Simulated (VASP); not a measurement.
# TiO2 (C2/c) in VASP: a series of runs

TiO2 is run at these levels: PBE, RPBE; tasks: single point.

All numbers are computed with VASP 6.6.1; they aren't measurements. Logs are shortened: lines on timing, memory, paths and dates and some standing lists are left out, and cuts for length are marked.

### Step 1. The cell of the first run

It takes space group C2/c (No. 15, monoclinic). The conventional cell has a = 5.412 Å, b = 5.413 Å, c = 5.472 Å, α = 90.00°, β = 118.77°, γ = 90.00°. Ti (site symmetry 2) has 6 O at 1.93 to 2.00 Å within 2.6 Å. Within 2.6 Å of O (site symmetry 1) lie 3 Ti at 1.93 to 2.00 Å and 2 O at 2.50 Å.

### Step 2. Single point, PBE

File INCAR:

```
PREC = Accurate ; ENCUT = 520
EDIFF = 1E-6 ; ISMEAR = -1
SIGMA = 0.05 ; LREAL = False
LASPH = True ; NELM = 100
ALGO = Normal ; ISIF = 2
LWAVE = False ; LCHARG = False
GGA = PE ; NBANDS = 33
```

File KPOINTS:

```
Automatic mesh
0
Gamma
  8 8 6
```

File POSCAR:

```
TiO2
1.0
    2.7060340000     -2.7066550000      0.0000000000
    2.7060340000      2.7066550000      0.0000000000
   -2.6335310000      0.0000000000      4.7966370000
Ti O
2 4
Direct
    0.8658900000      0.1341100000      0.7500000000
    0.1341100000      0.8658900000      0.2500000000
    0.0887550000      0.3312210000      0.1671490000
    0.9112450000      0.6687790000      0.8328510000
    0.6687790000      0.9112450000      0.3328510000
    0.3312210000      0.0887550000      0.6671490000
```

Potentials or basis: VASP PAW PBE potentials, release 64 (Ti_sv, O).

Started as:

```bash
$ cat potpaw_PBE.64/Ti_sv/POTCAR potpaw_PBE.64/O/POTCAR > POTCAR
$ mpirun -np 1 vasp_std > vasp.out
```

OUTCAR:

```text
PREC = Accurate
   ENCUT = 520
   EDIFF = 1E-6
   ISMEAR = -1
   LREAL = False
   LASPH = True
   NELM = 100
   ISIF = 2
   GGA = PE

 ion  position               nearest neighbor table
   1  0.866  0.134  0.750-   4 1.93   6 1.93   6 1.98   4 1.98   3 2.00   5 2.00
   2  0.134  0.866  0.250-   5 1.93   3 1.93   5 1.98   3 1.98   6 2.00   4 2.00
   3  0.089  0.331  0.167-   2 1.93   2 1.98   1 2.00
   4  0.911  0.669  0.833-   1 1.93   1 1.98   2 2.00
   5  0.669  0.911  0.333-   2 1.93   2 1.98   1 2.00
   6  0.331  0.089  0.667-   1 1.93   1 1.98   2 2.00

  LATTYP: Found a base centered monoclinic cell.
 ALAT       =     5.4120680000
 B/A-ratio  =     1.0002294871
 C/A-ratio  =     1.0110809974
 COS(beta)  =    -0.4812705001

  Lattice vectors:

 A1 = (   2.7060340000,  -2.7066550000,   0.0000000000)
 A2 = (   2.7060340000,   2.7066550000,   0.0000000000)
 A3 = (  -2.6335310000,   0.0000000000,   4.7966370000)

Analysis of symmetry for initial positions (statically):
=====================================================================
 Subroutine PRICEL returns:
 Original cell was already a primitive cell.

 Routine SETGRP: Setting up the symmetry group for a
 base centered monoclinic supercell.

 Subroutine GETGRP returns: Found  4 space group operations
 (whereof  2 operations were pure point group operations)
 out of a pool of  4 trial point group operations.

The static configuration has the point symmetry S_2 .
 The point group associated with its full space group is C_2h.

Analysis of symmetry for dynamics (positions and initial velocities):
=====================================================================
 Subroutine PRICEL returns:
 Original cell was already a primitive cell.

 Routine SETGRP: Setting up the symmetry group for a
 base centered monoclinic supercell.

 Subroutine GETGRP returns: Found  4 space group operations
 (whereof  2 operations were pure point group operations)
 out of a pool of  4 trial point group operations.

The dynamic configuration has the point symmetry S_2 .
 The point group associated with its full space group is C_2h.

 Subroutine INISYM returns: Found  4 space group operations
 (whereof  2 operations are pure point group operations),
 and found     1 'primitive' translations

----------------------------------------------------------------------------------------

                                     Primitive cell

  volume of cell :      70.2640

  direct lattice vectors                    reciprocal lattice vectors
     2.706034000 -2.706655000  0.000000000     0.184772253 -0.184729860  0.101446796
     2.706034000  2.706655000  0.000000000     0.184772253  0.184729860  0.101446796
    -2.633531000  0.000000000  4.796637000     0.000000000  0.000000000  0.208479399

  length of vectors
     3.827349122  3.827349122  5.472039111     0.280280858  0.280280858  0.208479399

  position of ions in fractional coordinates (direct lattice)
     0.865890000  0.134110000  0.750000000
     0.134110000  0.865890000  0.250000000
     0.088755000  0.331221000  0.167149000
     0.911245000  0.668779000  0.832851000
     0.668779000  0.911245000  0.332851000
     0.331221000  0.088755000  0.667149000

  ion indices of the primitive-cell ions
   primitive index   ion index
                 1           1
                 2           2
                 3           3
                 4           4
                 5           5
                 6           6

----------------------------------------------------------------------------------------

 KPOINTS: Automatic mesh

Automatic generation of k-mesh.
 Grid dimensions read from file:
 generate k-points for:    8    8    6

 Generating k-lattice:

  Cartesian coordinates                     Fractional coordinates (reciprocal lattice)
     0.023096532 -0.023091233  0.012680850     0.125000000  0.000000000  0.000000000
     0.023096532  0.023091233  0.012680850     0.000000000  0.125000000  0.000000000
     0.000000000  0.000000000  0.034746567     0.000000000  0.000000000  0.166666667

  Length of vectors
     0.035035107  0.035035107  0.034746567

  Shift w.r.t. Gamma in fractional coordinates (k-lattice)
     0.000000000  0.000000000  0.000000000

 Subroutine IBZKPT returns following result:
 ===========================================

 Found    114 irreducible k-points:

 Following reciprocal coordinates:
            Coordinates               Weight
  0.000000  0.000000  0.000000      1.000000
  0.125000  0.000000  0.000000      4.000000
  0.250000  0.000000  0.000000      4.000000
  0.375000  0.000000  0.000000      4.000000
  0.500000  0.000000  0.000000      2.000000
  0.125000  0.125000  0.000000      2.000000
[... 16 lines left out ...]
  0.125000  0.000000  0.166667      4.000000
  0.250000  0.000000  0.166667      4.000000
 [... further k-points ...]
   k-points           NKPTS =    114   k-points in BZ     NKDIM =    114   number of bands    NBANDS=     33
   number of dos      NEDOS =    301   number of ions     NIONS =      6
   total plane-waves  NPLWV =  32928
   dimension x,y,z NGX =    28 NGY =   28 NGZ =   42
   dimension x,y,z NGXF=    56 NGYF=   56 NGZF=   84
   ions per type =               2   4
   NGX,Y,Z   is equivalent  to a cutoff of  12.16, 12.16, 12.76 a.u.
   NGXF,Y,Z  is equivalent  to a cutoff of  24.32, 24.32, 25.52 a.u.
 SYSTEM =  unknown system
   PREC   = accura    normal or accurate (medium, high low for compatibility)
   ISTART =      0    job   : 0-new  1-cont  2-samecut
   ICHARG =      2    charge: 1-file 2-atom 10-const
   ISPIN  =      1    spin polarized calculation?
   LNONCOLLINEAR =      F non collinear calculations
   LSORBIT =      F    spin-orbit coupling
   LASPH  =      T    aspherical Exc in radial PAW
   ENCUT  =  520.0 eV  38.22 Ry    6.18 a.u.   7.12  7.12 10.17*2*pi/ulx,y,z
   NELM   =    100;   NELMIN=  2; NELMDL= -5     # of ELM steps
   EDIFF  = 0.1E-05   stopping-criterion for ELM
   LREAL  =      F    real-space projection
   EDIFFG = 0.1E-04   stopping-criterion for IOM
   NSW    =      0    number of steps for IOM
   IBRION =     -1    ionic relax: 0-MD 1-quasi-New 2-CG
   NFREE  =      0    steps in history (QN), initial steepest desc. (CG)
   ISIF   =      2    stress and relaxation
   ISYM   =      2    0-nonsym 1-usesym 2-fastsym
   POTIM  = 0.5000    time-step for ionic-motion
   TEBEG  =    0.0;   TEEND  =   0.0 temperature during run
   PSTRESS=    0.0 pullay stress
   NELECT =      48.0000    total number of electrons
   NUPDOWN=      -1.0000    fix difference up-down
   EMIN   =  10.00;   EMAX   =-10.00  energy-range for DOS
   EFERMI =   0.00;   METHOD = LEGACY
   ISMEAR =    -1;   SIGMA  =   0.05  broadening in eV -4-tet -1-fermi 0-gaus
   EFERMI_NEDOS =   21; number of points for ismear=-14 and -15
   IALGO  =     38    algorithm
   IMIX   =      4    mixing-type and parameters
     AMIX     =   0.40;   BMIX     =  1.00
     AMIX_MAG =   1.60;   BMIX_MAG =  1.00
  volume/ion in A,a.u.               =      11.71        79.03
  Fermi-wavevector in a.u.,A,eV,Ry     =   1.441820  2.724644 28.284385  2.078844
  Thomas-Fermi vector in A             =   2.560409
   LORBIT       =      0    0 simple, 1 ext, 2 COOP (PROOUT), +10 PAW based schemes
   GGA     = PE    functional components
   LHFCALC =     F    Hartree Fock is set to
   AEXX    =    0.0000 exact exchange contribution
   IVDW    =     0    specifies the selected vdW correction
   LEPSILON=     F    determine dielectric tensor
   LRPA    =     F    only Hartree local field effects (RPA)
 non-spin polarized calculation
  energy-cutoff  :      520.00
  volume of cell :       70.26
 maximum number of plane-waves:      1908
   NGX = 15   NGY = 15   NGZ = 21

 number of electron      47.9999994 magnetization

 Free energy of the ion-electron system (eV)
  ---------------------------------------------------
  ext. energy  EPLUGINS =         0.00000000
  ---------------------------------------------------
  free energy    TOTEN  =       -53.85465909 eV

  energy without entropy =      -53.85465909  energy(sigma->0) =      -53.85465909

 E-fermi :   4.1662     XC(G=0): -10.5826

 val. band max:        3.1079807588   @ k =   0.5000   0.5000   0.0000
 cond. band min:       5.1592751463   @ k =   0.0000   0.0000   0.0000
 fundamental gap:      2.0512943875
 Fermi energy:         4.1661839776

 k-point     1 :       0.0000    0.0000    0.0000
  band No.  band energies     occupation
      1     -53.3943      2.00000
      2     -53.3417      2.00000
      3     -29.8174      2.00000
      4     -29.6019      2.00000
      5     -29.6012      2.00000
      6     -29.5411      2.00000
[... 25 lines left out ...]
     32       8.1651      0.00000
     33       8.1657      0.00000

 k-point     2 :       0.1250    0.0000    0.0000
  band No.  band energies     occupation
      1     -53.3925      2.00000
      2     -53.3430      2.00000
      3     -29.8123      2.00000
      4     -29.6189      2.00000
      5     -29.6031      2.00000
      6     -29.5461      2.00000
[... 25 lines left out ...]
     32       8.2883      0.00000
     33       8.5797      0.00000

 k-point     3 :       0.2500    0.0000    0.0000
  band No.  band energies     occupation
      1     -53.3875      2.00000
      2     -53.3467      2.00000
      3     -29.7996      2.00000
      4     -29.6586      2.00000
      5     -29.6065      2.00000
      6     -29.5601      2.00000
[... 25 lines left out ...]
     32       8.6418      0.00000
     33       9.0924      0.00000

 k-point     4 :       0.3750    0.0000    0.0000
  band No.  band energies     occupation
      1     -53.3812      2.00000
      2     -53.3517      2.00000
      3     -29.7851      2.00000
      4     -29.6991      2.00000
      5     -29.6095      2.00000
      6     -29.5699      2.00000
[... 673 lines left out ...]
     32       8.1014      0.00000
     33       8.2254      0.00000

 k-point    23 :       0.1250    0.0000    0.1667
  band No.  band energies     occupation
      1     -53.3864      2.00000
      2     -53.3491      2.00000
      3     -29.7726      2.00000
      4     -29.6307      2.00000
      5     -29.6118      2.00000
      6     -29.5366      2.00000
[... 25 lines left out ...]
     32       8.4176      0.00000
     33       8.5311      0.00000

 k-point    24 :       0.2500    0.0000    0.1667
  band No.  band energies     occupation
      1     -53.3802      2.00000
      2     -53.3540      2.00000
      3     -29.7548      2.00000
      4     -29.6752      2.00000
      5     -29.6139      2.00000
      6     -29.5570      2.00000
[... 25 lines left out ...]
     32       8.7376      0.00000
     33       8.9360      0.00000

 [... further k-points ...]

------------------------ aborting loop because EDIFF is reached ----------------------------------------

  FORCE on cell =-STRESS in cart. coord.  units (eV):
  Direction    XX          YY          ZZ          XY          YZ          ZX
  --------------------------------------------------------------------------------------
  -------------------------------------------------------------------------------------
  Total       -0.5331188     -0.5489772     -0.2638726      0.0000000      0.0000000     -0.1018892
  in kB      -12.1563039    -12.5179124     -6.0168868      0.0000000      0.0000000     -2.3233027
  external PRESSURE =     -10.2303677 kB  Pullay stress =       0.0000000 kB

 VOLUME and BASIS-vectors are now :
 -----------------------------------------------------------------------------
  energy-cutoff  :      520.00
  volume of cell :       70.26
      direct lattice vectors                 reciprocal lattice vectors
     2.706034000 -2.706655000  0.000000000     0.184772253 -0.184729860  0.101446796
     2.706034000  2.706655000  0.000000000     0.184772253  0.184729860  0.101446796
    -2.633531000  0.000000000  4.796637000     0.000000000  0.000000000  0.208479399

 POSITION                                       TOTAL-FORCE (eV/Angst)
 -----------------------------------------------------------------------------------
      0.73089     -1.98068      3.59748         0.000000     -0.062577      0.000000
      2.04765      1.98068      1.19916        -0.000000      0.062577      0.000000
      0.69628      0.65627      0.80175         0.001310      0.026538     -0.101888
      2.08226     -0.65627      3.99488        -0.001310     -0.026538      0.101888
      3.39903      0.65627      1.59657        -0.001310      0.026538      0.101888
     -0.62049     -0.65627      3.20007         0.001310     -0.026538     -0.101888
 -----------------------------------------------------------------------------------
    total drift:                               -0.000000      0.000000     -0.000000

  FREE ENERGIE OF THE ION-ELECTRON SYSTEM (eV)
  ---------------------------------------------------
  free  energy   TOTEN  =       -53.8546590935 eV

  energy  without entropy=      -53.8546590934  energy(sigma->0) =      -53.85465909
```

It took 2.6 min on 1 thread of Intel Xeon 6975P-C (Granite Rapids), shared host; peak memory 0.32 GiB.

Results:

```yaml
Free_energy: -53.8547 eV
Pressure: -1.0 GPa
Largest_force: 0.105 eV/Å
Band_gap_on_the_k_mesh: 2.05 eV (least direct gap 2.39 eV)
```

Forces in eV/Å, atoms in the order of the input:
```
Ti   0.000 -0.063  0.000
Ti   0.000  0.063  0.000
O    0.001  0.027 -0.102
O   -0.001 -0.027  0.102
O   -0.001  0.027  0.102
O    0.001 -0.027 -0.102
```

A k mesh can miss the band edges.

### Step 3. Single point, RPBE

This run uses another cell than the first one, of 11.94 Å³/atom.

File INCAR:

```
PREC = Accurate
ENCUT = 520
EDIFF = 1E-7
ISMEAR = -1
SIGMA = 0.05
LREAL = F
LASPH = T
NELM = 60
ALGO = Normal
ISIF = 2
LWAVE = F
LCHARG = F
GGA = RP
NBANDS = 33
```

File KPOINTS:

```
regular mesh
0
Gamma
  8 8 6
```

File POSCAR:

```
TiO2
1.0
    2.7038136195     -2.7039130857     -0.0199827720
    2.7038136195      2.7039130857     -0.0199827720
   -2.6667909896      0.0000000000      4.9200319783
Ti O
2 4
Direct
    0.8749423363      0.1250576637      0.7500000000
    0.1250576637      0.8749423363      0.2500000000
    0.0807669119      0.3307431580      0.1615095059
    0.9192330881      0.6692568420      0.8384904941
    0.6692568420      0.9192330881      0.3384904941
    0.3307431580      0.0807669119      0.6615095059
```

Potentials or basis: VASP PAW PBE potentials, release 64 (Ti_sv, O).

Started as:

```bash
$ cat potpaw_PBE.64/Ti_sv/POTCAR potpaw_PBE.64/O/POTCAR > POTCAR
$ mpirun -np 1 vasp_std > vasp.out
```

It took 9.1 min on 1 thread of Intel Xeon 8259CL, shared host; peak memory 0.32 GiB.

The run converged. Its results:

```
Free energy            : -51.4870 eV
Pressure               : 0.6 GPa
Largest force          : 0.016 eV/Å
Band gap on the k mesh : 2.14 eV (least direct gap 2.40 eV)
```

Forces in eV/Å, atoms in the order of the input:
```
Ti   0.000  0.000  0.000
Ti   0.000  0.000  0.000
O    0.000  0.000  0.016
O    0.000  0.000 -0.016
O    0.000  0.000 -0.016
O    0.000  0.000  0.016
```

Stress tensor (GPa, compression positive):
```
 0.54  0.00 -0.01
 0.00  0.53  0.00
-0.01  0.00  0.68
```

Levels at points of the mesh, in eV from the valence-band top:
```
           k point  band 21  band 22  band 23  band 24  band 25  band 26  band 27  band 28
(0.00, 0.00, 0.00)    -0.77    -0.75    -0.36    -0.36     2.14     2.76     3.94     3.94
(0.50, 0.00, 0.00)    -1.77    -0.82    -0.78    -0.60     3.17     3.41     3.46     3.49
(0.50, 0.50, 0.00)    -1.86    -1.86    -0.03    -0.03     3.16     3.16     3.61     3.61
(0.00, 0.00, 0.50)    -1.18    -1.18    -0.06    -0.06     2.44     2.44     3.65     3.65
(0.50, 0.00, 0.50)    -1.77    -0.82    -0.78    -0.60     3.17     3.41     3.45     3.49
(0.50, 0.50, 0.50)    -1.86    -1.86    -0.03    -0.03     3.16     3.16     3.61     3.61
```

Caveat: the PAW data sets were made with another functional, which shifts forces and pressure a little. A k mesh can miss the band edges.
